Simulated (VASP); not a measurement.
ReP:

```
Re P
1.0
     3.59866    0.00000    0.00000
    -1.79933    3.11653    0.00000
     0.00000    0.00000    5.01564
Re P
2 2
Cartesian
  0.0000 0.0000 0.0000
  0.0000 0.0000 2.5078
  0.0000 2.0777 1.2539
  1.7993 1.0388 3.7617
```

- Program: VASP 6.6.1
- Task: relaxation of cell and atoms
- Functional: PBE
- Potentials or basis: VASP PAW PBE potentials, release 64 (Re, P)
- Cutoff: 600 eV
- k mesh: 12 × 12 × 8
- Occupations: gaussian, width 0.05 eV
- Spin: no spin polarisation

At the start: pressure 26.0 GPa; volume 14.06 Å³/atom.

Q: How do energy, volume and symmetry change on relaxing?

A: Over 10 steps the energy falls by 104.2 meV/atom and the volume is 15.48 Å³/atom (+10.1 %); space group P6_3/mmc (No. 194, to 0.1 Å) before and after.

The path:
| step | energy change (eV) | largest force (eV/Å) | pressure (GPa) | volume (Å³) |
| --- | --- | --- | --- | --- |
| 1 | 0.0000 | 0.0000 | 26.04 | 56.25 |
| 2 | 1.5159 | 0.0000 | -31.07 | 76.99 |
| 3 | -0.3870 | 0.0000 | -1.66 | 61.92 |
| 4 | -0.3897 | 0.0000 | -0.09 | 61.51 |
| 5 | -0.3897 | 0.0000 | 0.33 | 61.40 |
| 6 | -0.4114 | 0.0000 | 0.31 | 61.67 |
| 7 | -0.4166 | 0.0000 | 0.35 | 61.86 |
| 8 | -0.4166 | 0.0000 | 0.35 | 61.85 |
| 9 | -0.4161 | 0.0000 | -0.78 | 62.14 |
| 10 | -0.4167 | 0.0000 | 0.02 | 61.94 |

Final structure:
```
Re P
1.0
     3.75373    0.00000    0.00000
    -1.87686    3.25082    0.00000
     0.00000    0.00000    5.07554
Re P
2 2
Direct
  0.00000 0.00000 0.00000
  0.00000 0.00000 0.50000
  0.33333 0.66667 0.25000
  0.66667 0.33333 0.75000
```
